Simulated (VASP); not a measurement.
# MoS2 (P-3m1) in VASP: further runs, part 3 of 3

VASP 6.6.1. Earlier steps stand in the parts before.

### 4 Single point, PBEsol

This run uses another cell than the first one, of 18.22 Å³/atom, 0.975 times its volume.

INCAR reads:

```
PREC = Accurate
ENCUT = 520
EDIFF = 1E-6
ISMEAR = -1
SIGMA = 0.05
LREAL = F
LASPH = T
NELM = 80
ALGO = Normal
ISIF = 2
LWAVE = F
LCHARG = F
GGA = PS
NBANDS = 20
```

KPOINTS reads:

```
Automatic mesh
0
Gamma
  8 8 4
```

POSCAR reads:

```
MoS2
1.0
    3.2274645616      0.0000000000      0.0000000000
   -1.6137322808      2.7950663001      0.0000000000
    0.0000000000      0.0000000000      6.0599744832
Mo S
1 2
Direct
    0.0000000000      0.0000000000      0.5000000000
    0.6666666667      0.3333333333      0.7446806800
    0.3333333333      0.6666666667      0.2553193200
```

Potentials or basis: VASP PAW PBE potentials, release 64 (Mo_sv, S).

The run is started by

```sh
> cat potpaw_PBE.64/Mo_sv/POTCAR potpaw_PBE.64/S/POTCAR > POTCAR
> mpirun -np 1 vasp_std > vasp.out
```

OUTCAR:

```text
PREC = Accurate
   ENCUT = 520
   EDIFF = 1E-6
   ISMEAR = -1
   LREAL = F
   LASPH = T
   NELM = 80
   ISIF = 2
   GGA = PS

 ion  position               nearest neighbor table
   1  0.000  0.000  0.500-   2 2.38   3 2.38   3 2.38   2 2.38   2 2.38   3 2.38
   2  0.667  0.333  0.745-   1 2.38   1 2.38   1 2.38
   3  0.333  0.667  0.255-   1 2.38   1 2.38   1 2.38

  LATTYP: Found a hexagonal cell.
 ALAT       =     3.2274645616
 C/A-ratio  =     1.8776269631

  Lattice vectors:

 A1 = (   3.2274645616,   0.0000000000,   0.0000000000)
 A2 = (  -1.6137322808,   2.7950663001,   0.0000000000)
 A3 = (   0.0000000000,   0.0000000000,   6.0599744832)

Analysis of symmetry for initial positions (statically):
=====================================================================
 Subroutine PRICEL returns:
 Original cell was already a primitive cell.

 Routine SETGRP: Setting up the symmetry group for a
 hexagonal supercell.

 Subroutine GETGRP returns: Found 12 space group operations
[... 157 lines left out ...]

 Free energy of the ion-electron system (eV)
  ---------------------------------------------------
  ext. energy  EPLUGINS =         0.00000000
  ---------------------------------------------------
  free energy    TOTEN  =       -22.52352515 eV

  energy without entropy =      -22.51316636  energy(sigma->0) =      -22.51834575

 E-fermi :   7.3547     XC(G=0): -10.8370

 val. band max:        7.3243571036   @ k =   0.3750   0.2500   0.2500
 cond. band min:       7.3649824180   @ k =   0.1250   0.0000   0.0000
 fundamental gap:      0.0406253144
 Fermi energy:         7.3546986336

 k-point     1 :       0.0000    0.0000    0.0000
  band No.  band energies     occupation
      1     -54.3265      2.00000
      2     -28.4027      2.00000
      3     -28.3943      2.00000
      4     -28.3943      2.00000
      5      -7.7125      2.00000
      6      -5.9965      2.00000
[... 541 lines left out ...]
     19      14.8997      0.00000
     20      16.2474      0.00000

 [... further k-points ...]
[... 5 lines left out ...]
  --------------------------------------------------------------------------------------
  -------------------------------------------------------------------------------------
  Total        0.1075249      0.1075249      2.4581404     -0.0000000     -0.0000000      0.0000000
  in kB        3.1513409      3.1513409     72.0431794     -0.0000000     -0.0000000      0.0000000
  external PRESSURE =      26.1152871 kB  Pullay stress =       0.0000000 kB

 VOLUME and BASIS-vectors are now :
 -----------------------------------------------------------------------------
  energy-cutoff  :      520.00
  volume of cell :       54.67
      direct lattice vectors                 reciprocal lattice vectors
     3.227464562  0.000000000  0.000000000     0.309840737  0.178886633  0.000000000
    -1.613732281  2.795066300  0.000000000     0.000000000  0.357773266  0.000000000
     0.000000000  0.000000000  6.059974483     0.000000000  0.000000000  0.165017196

 POSITION                                       TOTAL-FORCE (eV/Angst)
 -----------------------------------------------------------------------------------
      0.00000      0.00000      3.02999         0.000000      0.000000      0.000000
      1.61373      0.93169      4.51275        -0.000000      0.000000      0.982059
     -0.00000      1.86338      1.54723         0.000000     -0.000000     -0.982059
 -----------------------------------------------------------------------------------
    total drift:                                0.000000     -0.000000      0.000000

  FREE ENERGIE OF THE ION-ELECTRON SYSTEM (eV)
  ---------------------------------------------------
  free  energy   TOTEN  =       -22.5235251492 eV

  energy  without entropy=      -22.5131663605  energy(sigma->0) =      -22.51834575
```

OSZICAR:

```text
N       E                     dE             d eps       ncg     rms          rms(c)
DAV:   1     0.205134440227E+03    0.20513E+03   -0.14842E+04  1464   0.122E+03
DAV:   2    -0.161703368882E+02   -0.22130E+03   -0.21576E+03  1720   0.325E+02
DAV:   3    -0.240025264363E+02   -0.78322E+01   -0.77564E+01  1748   0.588E+01
DAV:   4    -0.240881716015E+02   -0.85645E-01   -0.85538E-01  1668   0.651E+00
DAV:   5    -0.240895258523E+02   -0.13543E-02   -0.13541E-02  1748   0.802E-01    0.256E+01
DAV:   6    -0.229612102125E+02    0.11283E+01   -0.12692E+01  1464   0.203E+01    0.938E+00
DAV:   7    -0.226671589181E+02    0.29405E+00   -0.50405E+00  1456   0.121E+01    0.643E+00
DAV:   8    -0.225238351863E+02    0.14332E+00   -0.72845E-01  1540   0.482E+00    0.177E+00
DAV:   9    -0.225247911089E+02   -0.95592E-03   -0.25129E-02  1664   0.968E-01    0.583E-01
DAV:  10    -0.225236151242E+02    0.11760E-02   -0.11378E-02  1572   0.678E-01    0.131E-01
DAV:  11    -0.225235306730E+02    0.84451E-04   -0.10311E-03  1600   0.214E-01    0.598E-02
DAV:  12    -0.225235154005E+02    0.15272E-04   -0.59431E-05  1592   0.439E-02    0.134E-02
DAV:  13    -0.225235250742E+02   -0.96737E-05   -0.15830E-05  1516   0.219E-02    0.734E-03
DAV:  14    -0.225235251492E+02   -0.75010E-07   -0.12768E-06  1148   0.700E-03
   1 F= -.22523525E+02 E0= -.22518346E+02  d E =-.103588E-01
```

Wall time 23 s (1 thread of Intel Xeon Platinum 8488C (Sapphire Rapids), shared host); peak memory 0.18 GiB.

Results:

| Item | Value |
| --- | --- |
| Free energy | -22.5235 eV |
| Pressure | 2.6 GPa |
| Largest force | 0.982 eV/Å |
| Band gap on the k mesh | zero (band 13 reaches 7.52 eV, above the bottom of band 14 at 6.82 eV) |

Forces in eV/Å, atoms in the order of the input:
```
Mo   0.000  0.000  0.000
S    0.000  0.000  0.982
S    0.000  0.000 -0.982
```

Levels at points of the mesh, in eV from the Fermi level:
```tsv
k point	band 9	band 10	band 11	band 12	band 13	band 14	band 15	band 16	band 17	band 18
(0.00, 0.00, 0.00)	-4.46	-1.64	-1.11	-1.11	-0.93	-0.44	-0.44	3.41	3.41	5.78
(0.50, 0.00, 0.00)	-4.90	-4.40	-3.35	-1.96	-1.62	0.82	1.70	3.89	3.94	5.64
(0.00, 0.00, 0.50)	-4.45	-3.68	-1.12	-1.12	-0.53	-0.53	0.23	3.63	3.63	5.79
(0.50, 0.00, 0.50)	-4.85	-4.47	-2.36	-2.11	-1.77	0.82	1.68	3.50	4.48	5.19
```

Caveat: the PAW data sets were made with another functional, which shifts forces and pressure a little; this functional lacks dispersion, which binds the layers, so the pressure and a relaxed spacing across them are unreliable.

### 5 Single point, PBEsol

This run uses another cell than the first one, of 18.60 Å³/atom, 0.995 times its volume.

INCAR reads:

```
SYSTEM = MoS2
PREC = Accurate ; ENCUT = 520
EDIFF = 1E-6 ; ISMEAR = -1
SIGMA = 0.05 ; LREAL = .FALSE.
LASPH = .TRUE. ; NELM = 80
ALGO = Normal ; ISIF = 2
LWAVE = .FALSE. ; LCHARG = .FALSE.
GGA = PS ; NBANDS = 20
```

KPOINTS reads:

```
Automatic mesh
0
G
  8 8 4
  0 0 0
```

POSCAR, as its differences from that of step 4:

```diff
@@ -4,3 +4,3 @@
    -1.6137322808      2.7950663001      0.0000000000
-    0.0000000000      0.0000000000      6.0599744832
+    0.0000000000      0.0000000000      6.1862239516
 Mo S
```

The run is started by

```sh
> cat potpaw_PBE.64/Mo_sv/POTCAR potpaw_PBE.64/S/POTCAR > POTCAR
> mpirun -np 1 vasp_std > vasp.out
```

Wall time 22 s (1 thread of Intel Xeon Platinum 8488C (Sapphire Rapids), shared host); peak memory 0.19 GiB.

It converged, with:

```
Free energy            : -22.5596 eV
Pressure               : -0.5 GPa
Largest force          : 0.485 eV/Å
Band gap on the k mesh : zero (band 13 reaches 7.27 eV, above the bottom of band 14 at 6.64 eV)
```

Forces on the atoms (eV/Å):
```
Mo   0.000  0.000  0.000
S    0.000  0.000  0.485
S    0.000  0.000 -0.485
```

Stress tensor (GPa, compression positive):
```
-2.23  0.00  0.00
 0.00 -2.23  0.00
 0.00  0.00  2.86
```

Levels at points of the mesh, in eV from the Fermi level:
| k point | band 10 | band 11 | band 12 | band 13 | band 14 | band 15 | band 16 | band 17 |
| --- | --- | --- | --- | --- | --- | --- | --- | --- |
| (0.00, 0.00, 0.00) | -1.74 | -1.03 | -1.03 | -1.02 | -0.38 | -0.38 | 3.30 | 3.30 |
| (0.50, 0.00, 0.00) | -4.26 | -3.28 | -1.87 | -1.69 | 0.88 | 1.70 | 3.79 | 3.83 |
| (0.00, 0.00, 0.50) | -3.65 | -1.04 | -1.04 | -0.46 | -0.46 | 0.07 | 3.49 | 3.49 |
| (0.50, 0.00, 0.50) | -4.32 | -2.39 | -2.12 | -1.69 | 0.88 | 1.70 | 3.40 | 4.48 |

Caveat: the PAW data sets were made with another functional, which shifts forces and pressure a little; this functional lacks dispersion, which binds the layers, so the pressure and a relaxed spacing across them are unreliable.

### 6 The runs side by side

| level | cell | k mesh | gap on the mesh (eV) | pressure (GPa) | largest force (eV/Å) |
| --- | --- | --- | --- | --- | --- |
| r2SCAN | a = 3.219, b = 3.219, c = 6.247 Å, angles 90.0, 90.0, 120.0°, 3 atoms | 9 × 9 × 4 | none | 0.1 | 0.01 |
| PBE | a = 3.227, b = 3.227, c = 6.312 Å, angles 90.0, 90.0, 120.0°, 3 atoms | 13 × 13 × 6 | none | 1.1 | 0.25 |
| PBEsol | a = 3.227, b = 3.227, c = 6.060 Å, angles 90.0, 90.0, 120.0°, 3 atoms | 8 × 8 × 4 | none | 2.6 | 0.98 |
| PBEsol | a = 3.227, b = 3.227, c = 6.186 Å, angles 90.0, 90.0, 120.0°, 3 atoms | 8 × 8 × 4 | none | -0.5 | 0.48 |

Alike in all rows: task single point; potentials or basis VASP PAW PBE potentials, release 64 (Mo_sv, S); no spin polarisation; cutoff (eV) 520; smearing fermi-dirac 0.05 eV.

Caveats: the PAW data sets were made with another functional, which shifts forces and pressure a little (some runs); this functional lacks dispersion, which binds the layers, so the pressure and a relaxed spacing across them are unreliable (some runs).

Total energies depend on the potentials used, so only differences within one code and one set of settings carry meaning.
